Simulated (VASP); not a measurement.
Wanted: the native input for a VASP 6.6.1 run.

* Task: single point
* Functional: PBEsol
* Potentials or basis: VASP PAW PBE potentials, release 64 (Te, Nb_sv)
* Cutoff: 520 eV
* k mesh: 8 × 8 × 7
* Occupations: fermi-dirac, width 0.05 eV
* Spin: no spin polarisation
* Hubbard terms: Nb d U = 3.0 eV
* Dipole correction: no
* Further INCAR settings: ALGO = Normal; EDIFF = 1e-06; NBANDS = 16

The structure of NbTe lies in POSCAR:

```
NbTe
1.0
    3.7029743866      0.0000000000      0.0000000000
   -1.8514871933      3.2068698884      0.0000000000
    0.0000000000      0.0000000000      3.6942110000
Te Nb
1 1
Direct
    0.6666666667      0.3333333333      0.0000000000
    0.0000000000      0.0000000000      0.5000000000
```

One way to write it, as run:

INCAR

```
SYSTEM = NbTe
  ALGO = Normal
  EDIFF = 1E-6
  ENCUT = 520
  GGA = PS
  ISIF = 2
  ISMEAR = -1
  LASPH = .TRUE.
  LCHARG = .FALSE.
  LDAU = .TRUE.
  LDAUJ = 0 0
  LDAUL = -1 2
  LDAUPRINT = 1
  LDAUTYPE = 2
  LDAUU = 0 3
  LMAXMIX = 4
  LREAL = .FALSE.
  LWAVE = .FALSE.
  NBANDS = 16
  NELM = 150
  PREC = Accurate
  SIGMA = 0.05
```

KPOINTS

```
k-points
0
G
  8 8 7
  0 0 0
```

Potentials or basis: VASP PAW PBE potentials, release 64 (Te, Nb_sv).

The run is started by

```bash
$ cat potpaw_PBE.64/Te/POTCAR potpaw_PBE.64/Nb_sv/POTCAR > POTCAR
$ mpirun -np 1 vasp_std > vasp.out
```

Results of the run:

The pressure is -2.8 GPa.

Caveat: the PAW data sets were made with another functional, which shifts forces and pressure a little; U without spin polarisation on a metal has little footing; the U is typed as a test and isn't derived for this compound.

Run time: 14 s on 1 thread of AMD EPYC 9R45 96-Core Processor (Zen 5), on a shared host, peak memory 0.14 GiB.
